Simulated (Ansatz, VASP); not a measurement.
## PbS: VASP beside Ansatz

```
CELL_PARAMETERS angstrom
3.78961 0.00000 0.00000
0.00000 2.04535 3.53481
0.00000 -2.04535 3.53481
ATOMIC_POSITIONS crystal
Pb 0.00000 0.36215 0.36215
S 0.50000 0.02886 0.02886
```

Alike in both runs: functional PBE; k mesh 14 × 16 × 16; occupations gaussian, width 0.1 eV; no spin polarisation.

Ansatz relaxed the structure, and its values are those at the end. VASP's run is a single point on that final structure, the one shown.

```csv
,VASP,Ansatz
version,VASP 6.6.1,Ansatz 0.2.0
potentials or method,"VASP PAW PBE potentials, release 64 (Pb_d, S), cutoff 520 eV","scalar-relativistic, plane waves, PAW"
valence electrons in the cell,20,20
```

Ansatz gave:

- gap on the k mesh at the Fermi level (eV): none
- pressure (GPa): 0.0

Problem. Which values does VASP return?

Solution. gap on the k mesh at the Fermi level (eV): none; pressure (GPa): -0.1.

A gap of «none» marks a metal or a gap that the smearing closes. The functional is the same, so the differences come from potentials, cutoffs and numerics.

Neither program's run includes spin-orbit coupling.
